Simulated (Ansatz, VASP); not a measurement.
# Zr: VASP beside Ansatz

File INCAR:

```
SYSTEM = Zr
PREC = Accurate
ENCUT = 520
EDIFF = 1E-7
ISMEAR = -1
SIGMA = 0.05
LREAL = .False.
LASPH = .True.
NELM = 60
ALGO = Normal
ISIF = 2
LWAVE = .False.
LCHARG = .False.
NBANDS = 19
```

File KPOINTS:

```
Automatic mesh
0
Gamma
  9 9 5
  0 0 0
```

File POSCAR:

```
Zr
1.0
    3.2953886421      0.0000000000      0.0000000000
   -1.6476943210      2.8538902793      0.0000000000
    0.0000000000      0.0000000000      5.2479471970
Zr
2
Direct
    0.6666666667      0.3333333333      0.7500000000
    0.3333333333      0.6666666667      0.2500000000
```

Contents of input.yaml:

```yaml
crystal:
  lattice:
    - [3.2953886421, 0.0, 0.0]
    - [-1.647694321, 2.8538902793, 0.0]
    - [0.0, 0.0, 5.247947197]
  atoms:
    - { symbol: Zr, position: [0.6666666667, 0.3333333333, 0.75] }
    - { symbol: Zr, position: [0.3333333333, 0.6666666667, 0.25] }
kpoints:
  mp_grid: { grid: [9, 9, 5] }
scf:
  occupations: { method: fermi_dirac, width: 0.05 }
hamiltonian:
  xc: lda
  pseudopotentials: { kind: all_electron, lapw: { basis_error: 0.001 } }
output:
  forces: true
  stress: true
  eigenvalues: true
```

Change from the starting cell: volume scaled by 1.06.

Alike in both runs: task single point; functional LDA; k mesh 9 × 9 × 5; occupations fermi-dirac, width 0.05 eV; no spin polarisation.

|  | VASP | Ansatz |
| --- | --- | --- |
| version | VASP 6.6.1 | Ansatz 0.2.0 |
| potentials or method | VASP PAW LDA potentials, release 64 (Zr_sv), cutoff 520 eV | all-electron LAPW, scalar-relativistic |

|  | VASP | Ansatz | Ansatz less VASP |
| --- | --- | --- | --- |
| gap on the k mesh at the Fermi level (eV) | none | none | - |
| pressure (GPa) | -10.4 | -10.5 | -0.06 |
| traceless stress, the component that is largest in VASP (GPa) | 0.28 | 0.26 | -0.017 |

LDA's correlation is that of Perdew and Zunger in VASP and of Perdew and Wang (1992) in Ansatz. A gap of «none» marks a metal or a gap that the smearing closes. Ansatz ran all-electron here, and VASP with PAW potentials.
